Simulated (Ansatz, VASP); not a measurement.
**Two plane-wave programs on Sr**

```
CELL_PARAMETERS angstrom
4.19620 0.00000 0.00000
-2.09810 3.63402 0.00000
0.00000 0.00000 6.86673
ATOMIC_POSITIONS crystal
Sr 0.33333 0.66667 0.25000
Sr 0.66667 0.33333 0.75000
```

Alike in both runs: functional PBEsol; k mesh 12 × 12 × 6; occupations gaussian, width 0.1 eV; no spin polarisation.

Ansatz relaxed the structure, and its values are those at the end. VASP's run is a single point on that final structure, the one shown.

|  | VASP | Ansatz |
| --- | --- | --- |
| version | VASP 6.6.1 | Ansatz 0.2.0 |
| potentials or method | VASP PAW PBE potentials, release 64 (Sr_sv), cutoff 520 eV | scalar-relativistic, plane waves, PAW |
| valence electrons in the cell | 20 | 20 |

```csv
,VASP,Ansatz,Ansatz less VASP
gap on the k mesh at the Fermi level (eV),none,none,-
pressure (GPa),0.0,0.0,-0.01
```

VASP's potentials were made for PBE, not for PBEsol. A gap of «none» marks a metal or a gap that the smearing closes. With one functional, cell and mesh, what is left measures potentials, basis and numerics.
